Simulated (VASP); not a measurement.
# Nb (Im-3m) in VASP: a series of runs

Nb is run at these levels: PBE; tasks: single point.

Program: VASP 6.6.1. These are calculated values, not measurements. Logs are shortened: lines on timing, memory, paths and dates and some standing lists are left out, and cuts for length are marked.

### Step 1. The cell of the first run

The structure is cubic, space group Im-3m (No. 229). Conventional cell: a = 3.310 Å, b = 3.310 Å, c = 3.310 Å, α = 90.00°, β = 90.00°, γ = 90.00°. Nb (site symmetry m-3m) has 14 Nb at 2.87 to 3.31 Å within 3.8 Å.

### Step 2. Single point, PBE

INCAR reads:

```
PREC = Accurate ; ENCUT = 520
EDIFF = 1E-6 ; ISMEAR = -1
SIGMA = 0.1 ; LREAL = F
LASPH = T ; NELM = 100
ALGO = Normal ; ISIF = 2
LWAVE = F ; LCHARG = F
GGA = PE ; NBANDS = 12
```

KPOINTS reads:

```
regular mesh
0
Gamma
  6 6 6
```

POSCAR reads:

```
Nb
1.0
   -1.6547957147      1.6547957147      1.6547957147
    1.6547957147     -1.6547957147      1.6547957147
    1.6547957147      1.6547957147     -1.6547957147
Nb
1
Direct
    0.0000000000      0.0000000000      0.0000000000
```

Potentials or basis: VASP PAW PBE potentials, release 64 (Nb_sv).

Launch:

```bash
cat potpaw_PBE.64/Nb_sv/POTCAR > POTCAR
mpirun -np 1 vasp_std > vasp.out
```

OUTCAR:

```text
PREC = Accurate
   ENCUT = 520
   EDIFF = 1E-6
   ISMEAR = -1
   LREAL = F
   LASPH = T
   NELM = 100
   ISIF = 2
   GGA = PE

 ion  position               nearest neighbor table
   1  0.000  0.000  0.000-

  LATTYP: Found a body centered cubic cell.
 ALAT       =     3.3095914294

  Lattice vectors:

 A1 = (  -1.6547957147,   1.6547957147,   1.6547957147)
 A2 = (   1.6547957147,  -1.6547957147,   1.6547957147)
 A3 = (   1.6547957147,   1.6547957147,  -1.6547957147)

Analysis of symmetry for initial positions (statically):
=====================================================================
 Subroutine PRICEL returns:
 Original cell was already a primitive cell.

 Routine SETGRP: Setting up the symmetry group for a
 body centered cubic supercell.

 Subroutine GETGRP returns: Found 48 space group operations
 (whereof 48 operations were pure point group operations)
 out of a pool of 48 trial point group operations.

The static configuration has the point symmetry O_h .

Analysis of symmetry for dynamics (positions and initial velocities):
=====================================================================
 Subroutine PRICEL returns:
 Original cell was already a primitive cell.

 Routine SETGRP: Setting up the symmetry group for a
 body centered cubic supercell.

 Subroutine GETGRP returns: Found 48 space group operations
 (whereof 48 operations were pure point group operations)
 out of a pool of 48 trial point group operations.

The dynamic configuration has the point symmetry O_h .

 Subroutine INISYM returns: Found 48 space group operations
 (whereof 48 operations are pure point group operations),
 and found     1 'primitive' translations

----------------------------------------------------------------------------------------

                                     Primitive cell

  volume of cell :      18.1256

  direct lattice vectors                    reciprocal lattice vectors
    -1.654795715  1.654795715  1.654795715     0.000000000  0.302152100  0.302152100
     1.654795715 -1.654795715  1.654795715     0.302152100  0.000000000  0.302152100
     1.654795715  1.654795715 -1.654795715     0.302152100  0.302152100  0.000000000

  length of vectors
     2.866190254  2.866190254  2.866190254     0.427307597  0.427307597  0.427307597

  position of ions in fractional coordinates (direct lattice)
     0.000000000  0.000000000  0.000000000

  ion indices of the primitive-cell ions
   primitive index   ion index
                 1           1

----------------------------------------------------------------------------------------

 KPOINTS: regular mesh

Automatic generation of k-mesh.
 Grid dimensions read from file:
 generate k-points for:    6    6    6

 Generating k-lattice:

  Cartesian coordinates                     Fractional coordinates (reciprocal lattice)
     0.000000000  0.050358683  0.050358683     0.166666667  0.000000000  0.000000000
     0.050358683  0.000000000  0.050358683     0.000000000  0.166666667  0.000000000
     0.050358683  0.050358683  0.000000000     0.000000000  0.000000000  0.166666667

  Length of vectors
     0.071217933  0.071217933  0.071217933

  Shift w.r.t. Gamma in fractional coordinates (k-lattice)
     0.000000000  0.000000000  0.000000000

 Subroutine IBZKPT returns following result:
 ===========================================

 Found     16 irreducible k-points:

 Following reciprocal coordinates:
            Coordinates               Weight
  0.000000  0.000000  0.000000      1.000000
  0.166667  0.000000  0.000000     12.000000
  0.333333  0.000000  0.000000     12.000000
  0.500000  0.000000  0.000000      6.000000
  0.166667  0.166667  0.000000     24.000000
  0.333333  0.166667  0.000000     48.000000
[... 8 lines left out ...]
  0.500000  0.500000  0.333333     12.000000
  0.500000  0.500000  0.500000      1.000000
   k-points           NKPTS =     16   k-points in BZ     NKDIM =     16   number of bands    NBANDS=     12
   number of dos      NEDOS =    301   number of ions     NIONS =      1
   total plane-waves  NPLWV =  13824
   dimension x,y,z NGX =    24 NGY =   24 NGZ =   24
   dimension x,y,z NGXF=    48 NGYF=   48 NGZF=   48
   ions per type =               1
   NGX,Y,Z   is equivalent  to a cutoff of  13.92, 13.92, 13.92 a.u.
   NGXF,Y,Z  is equivalent  to a cutoff of  27.84, 27.84, 27.84 a.u.
 SYSTEM =  unknown system
   PREC   = accura    normal or accurate (medium, high low for compatibility)
   ISTART =      0    job   : 0-new  1-cont  2-samecut
   ICHARG =      2    charge: 1-file 2-atom 10-const
   ISPIN  =      1    spin polarized calculation?
   LNONCOLLINEAR =      F non collinear calculations
   LSORBIT =      F    spin-orbit coupling
   LASPH  =      T    aspherical Exc in radial PAW
   ENCUT  =  520.0 eV  38.22 Ry    6.18 a.u.   5.33  5.33  5.33*2*pi/ulx,y,z
   NELM   =    100;   NELMIN=  2; NELMDL= -5     # of ELM steps
   EDIFF  = 0.1E-05   stopping-criterion for ELM
   LREAL  =      F    real-space projection
   EDIFFG = 0.1E-04   stopping-criterion for IOM
   NSW    =      0    number of steps for IOM
   IBRION =     -1    ionic relax: 0-MD 1-quasi-New 2-CG
   NFREE  =      0    steps in history (QN), initial steepest desc. (CG)
   ISIF   =      2    stress and relaxation
   ISYM   =      2    0-nonsym 1-usesym 2-fastsym
   POTIM  = 0.5000    time-step for ionic-motion
   TEBEG  =    0.0;   TEEND  =   0.0 temperature during run
   PSTRESS=    0.0 pullay stress
   NELECT =      13.0000    total number of electrons
   NUPDOWN=      -1.0000    fix difference up-down
   EMIN   =  10.00;   EMAX   =-10.00  energy-range for DOS
   EFERMI =   0.00;   METHOD = LEGACY
   ISMEAR =    -1;   SIGMA  =   0.10  broadening in eV -4-tet -1-fermi 0-gaus
   EFERMI_NEDOS =   21; number of points for ismear=-14 and -15
   IALGO  =     38    algorithm
   IMIX   =      4    mixing-type and parameters
     AMIX     =   0.40;   BMIX     =  1.00
     AMIX_MAG =   1.60;   BMIX_MAG =  1.00
  volume/ion in A,a.u.               =      18.13       122.32
  Fermi-wavevector in a.u.,A,eV,Ry     =   1.465407  2.769217 29.217387  2.147417
  Thomas-Fermi vector in A             =   2.581267
   LORBIT       =      0    0 simple, 1 ext, 2 COOP (PROOUT), +10 PAW based schemes
   GGA     = PE    functional components
   LHFCALC =     F    Hartree Fock is set to
   AEXX    =    0.0000 exact exchange contribution
   IVDW    =     0    specifies the selected vdW correction
   LEPSILON=     F    determine dielectric tensor
   LRPA    =     F    only Hartree local field effects (RPA)
 non-spin polarized calculation
  energy-cutoff  :      520.00
  volume of cell :       18.13
 maximum number of plane-waves:       498
 NGX is ok and might be reduce to    24
   NGX = 11   NGY = 11   NGZ = 11

 number of electron      13.0000000 magnetization

 Free energy of the ion-electron system (eV)
  ---------------------------------------------------
  ext. energy  EPLUGINS =         0.00000000
  ---------------------------------------------------
  free energy    TOTEN  =       -10.22197819 eV

  energy without entropy =      -10.17560751  energy(sigma->0) =      -10.19879285

 E-fermi :  11.1845     XC(G=0): -12.4561

 val. band max:       11.0523671468   @ k =   0.3333   0.1667   0.1667
 cond. band min:      11.2382327297   @ k =   0.1667   0.0000   0.0000
 fundamental gap:      0.1858655828
 Fermi energy:        11.1845082762

 k-point     1 :       0.0000    0.0000    0.0000
  band No.  band energies     occupation
      1     -43.2061      2.00000
      2     -18.5217      2.00000
      3     -18.5217      2.00000
      4     -18.5217      2.00000
      5       5.1645      2.00000
      6      11.5040      0.07872
      7      11.5040      0.07872
      8      11.5040      0.07872
      9      14.3907      0.00000
     10      14.3907      0.00000
     11      25.2942      0.00000
     12      25.2942      0.00000

 k-point     2 :       0.1667    0.0000    0.0000
  band No.  band energies     occupation
      1     -43.1470      2.00000
      2     -18.8756      2.00000
      3     -18.6302      2.00000
      4     -18.5248      2.00000
      5       6.2053      2.00000
      6      10.8957      1.89455
      7      11.2382      0.73766
      8      12.5678      0.00000
      9      13.8110      0.00000
     10      14.4255      0.00000
     11      25.8721      0.00000
     12      27.1086      0.00000

 k-point     3 :       0.3333    0.0000    0.0000
  band No.  band energies     occupation
      1     -43.0269      2.00000
      2     -19.5417      2.00000
      3     -18.8407      2.00000
      4     -18.5311      2.00000
      5       7.5457      2.00000
      6       9.9068      1.99999
      7      11.5095      0.07465
      8      14.2017      0.00000
      9      14.7552      0.00000
     10      15.3311      0.00000
     11      24.1948      0.00000
     12      25.3984      0.00000
[... 166 lines left out ...]
 k-point    15 :       0.5000    0.5000    0.3333
  band No.  band energies     occupation
      1     -42.8402      2.00000
      2     -19.5443      2.00000
      3     -19.3168      2.00000
      4     -19.2205      2.00000
      5       8.0325      2.00000
      6       8.3048      2.00000
      7      13.6702      0.00000
      8      14.0143      0.00000
      9      16.8905      0.00000
     10      19.7932      0.00000
     11      21.5270      0.00000
     12      23.1253      0.00000

 k-point    16 :       0.5000    0.5000    0.5000
  band No.  band energies     occupation
      1     -42.7977      2.00000
      2     -19.4358      2.00000
      3     -19.4358      2.00000
      4     -19.4358      2.00000
      5       7.4271      2.00000
      6       7.4271      2.00000
      7      16.7102      0.00000
      8      16.7102      0.00000
      9      16.7102      0.00000
     10      20.1257      0.00000
     11      20.1257      0.00000
     12      20.1257      0.00000

------------------------ aborting loop because EDIFF is reached ----------------------------------------

  FORCE on cell =-STRESS in cart. coord.  units (eV):
  Direction    XX          YY          ZZ          XY          YZ          ZX
  --------------------------------------------------------------------------------------
  -------------------------------------------------------------------------------------
  Total       -0.2620909     -0.2620909     -0.2620909      0.0000000      0.0000000      0.0000000
  in kB      -23.1669729    -23.1669729    -23.1669729      0.0000000      0.0000000      0.0000000
  external PRESSURE =     -23.1669729 kB  Pullay stress =       0.0000000 kB

 VOLUME and BASIS-vectors are now :
 -----------------------------------------------------------------------------
  energy-cutoff  :      520.00
  volume of cell :       18.13
      direct lattice vectors                 reciprocal lattice vectors
    -1.654795715  1.654795715  1.654795715     0.000000000  0.302152100  0.302152100
     1.654795715 -1.654795715  1.654795715     0.302152100  0.000000000  0.302152100
     1.654795715  1.654795715 -1.654795715     0.302152100  0.302152100  0.000000000

 POSITION                                       TOTAL-FORCE (eV/Angst)
 -----------------------------------------------------------------------------------
      0.00000      0.00000      0.00000        -0.000000     -0.000000     -0.000000
 -----------------------------------------------------------------------------------
    total drift:                                0.000000      0.000000     -0.000000

  FREE ENERGIE OF THE ION-ELECTRON SYSTEM (eV)
  ---------------------------------------------------
  free  energy   TOTEN  =       -10.2219781894 eV

  energy  without entropy=      -10.1756075051  energy(sigma->0) =      -10.19879285
```

Run time: 2.8 s. Hardware: 1 thread of Intel Xeon 6975P-C, shared host; peak memory 0.13 GiB.

Results:

```yaml
Free_energy: -10.2220 eV
Pressure: -2.3 GPa
```

Levels at points of the mesh, in eV from the Fermi level:
```csv
k point,band 3,band 4,band 5,band 6,band 7,band 8,band 9,band 10
"(0.00, 0.00, 0.00)",-29.71,-29.71,-6.02,0.32,0.32,0.32,3.21,3.21
"(0.50, 0.00, 0.00)",-30.13,-29.72,-3.77,-1.70,2.17,3.24,3.92,6.29
"(0.50, 0.50, 0.50)",-30.62,-30.62,-3.76,-3.76,5.53,5.53,5.53,8.94
```

Caveat: the k points lie up to 0.45 Å⁻¹ apart.

(Continued in part 2 of 2.)
